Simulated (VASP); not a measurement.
Input of a VASP 6.6.1 run:

File INCAR:

```
SYSTEM = Be2C
PREC = Accurate ; ENCUT = 600
EDIFF = 1E-6 ; ISMEAR = 0
SIGMA = 0.01 ; LREAL = .FALSE.
LASPH = .TRUE. ; NELM = 120
ALGO = Normal ; ISIF = 2
LWAVE = .FALSE. ; LCHARG = .FALSE.
GGA = CA ; NBANDS = 11
GGA_COMPAT = .FALSE.
```

The input KPOINTS:

```
regular mesh
0
G
  4 4 4
  0 0 0
```

File POSCAR:

```
Be2C
1.0
    0.0000000000      2.1650000000      2.1650000000
    2.1650000000      0.0000000000      2.1650000000
    2.1650000000      2.1650000000      0.0000000000
Be C
2 1
Direct
    0.2500000000      0.2500000000      0.2500000000
    0.7500000000      0.7500000000      0.7500000000
    0.0000000000      0.0000000000      0.0000000000
```

Potentials or basis: VASP PAW LDA potentials, release 64 (Be, C).

Launch:

```console
$ cat potpaw_LDA.64/Be/POTCAR potpaw_LDA.64/C/POTCAR > POTCAR
$ mpirun -np 1 vasp_std > vasp.out
```

Problem. What does it give for the pressure?

Solution. -8.2 GPa.

Problem. What does it give for the band gap on the k mesh?

Solution. 1.15 eV, indirect (least direct gap 3.99 eV).

Caveat: the k points lie up to 0.63 Å⁻¹ apart. A k mesh can miss the band edges.
